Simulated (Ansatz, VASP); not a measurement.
# Two plane-wave programs on PbO2

INCAR

```
  ALGO = Normal
  EDIFF = 1E-6
  ENCUT = 600
  GGA = PE
  GGA_COMPAT = False
  ISIF = 2
  ISMEAR = 0
  LASPH = True
  LCHARG = False
  LDAU = True
  LDAUJ = 0 0
  LDAUL = -1 1
  LDAUPRINT = 1
  LDAUTYPE = 2
  LDAUU = 0 5.5
  LREAL = False
  LWAVE = False
  NBANDS = 20
  NELM = 200
  PREC = Accurate
  SIGMA = 0.1
```

KPOINTS

```
k-points
0
Gamma
  6 6 6
```

File POSCAR:

```
PbO2
1.0
    0.0000000000      2.9788753107      2.9788753107
    2.9788753107      0.0000000000      2.9788753107
    2.9788753107      2.9788753107      0.0000000000
Pb O
1 2
Direct
    0.0000000000      0.0000000000      0.0000000000
    0.2500000000      0.2500000000      0.2500000000
    0.7500000000      0.7500000000      0.7500000000
```

Input for Ansatz:

```yaml
crystal:
  lattice:
    - [0.0, 2.9788753107, 2.9788753107]
    - [2.9788753107, 0.0, 2.9788753107]
    - [2.9788753107, 2.9788753107, 0.0]
  atoms:
    - { symbol: Pb, position: [0.0, 0.0, 0.0] }
    - { symbol: O, position: [0.25, 0.25, 0.25] }
    - { symbol: O, position: [0.75, 0.75, 0.75] }
basis:
  ecutwfc: 420
  ecutrho_ratio: 12
kpoints:
  mp_grid: { grid: [6, 6, 6] }
hamiltonian:
  xc: pbe
  hubbard: { sites: [{ species: O, l: p, u_eff: 5.5 }] }
scf:
  occupations: { method: gaussian, width: 0.1 }
output:
  forces: true
  stress: true
  eigenvalues: true
```

Alike in both runs: task single point; functional PBE; k mesh 6 × 6 × 6; occupations gaussian, width 0.1 eV; no spin polarisation; Hubbard terms O p U = 5.5 eV.

```csv
,VASP,Ansatz
version,VASP 6.6.1,Ansatz 0.2.0
potentials or method,"VASP PAW PBE potentials, release 64 (Pb_d, O), cutoff 600 eV","scalar-relativistic, plane waves, PAW"
valence electrons in the cell,26,26
```

```tsv
	VASP	Ansatz	Ansatz less VASP
gap on the k mesh at the Fermi level (eV)	none	none	-
pressure (GPa)	-18.5	-22.1	-3.57
```

The programs project onto different local orbitals, so the same U acts differently, and such runs can settle in different states. A gap of «none» marks a metal or a gap that the smearing closes. Ansatz's warnings: filled band counts differ across k points.

Spin-orbit coupling is off throughout.
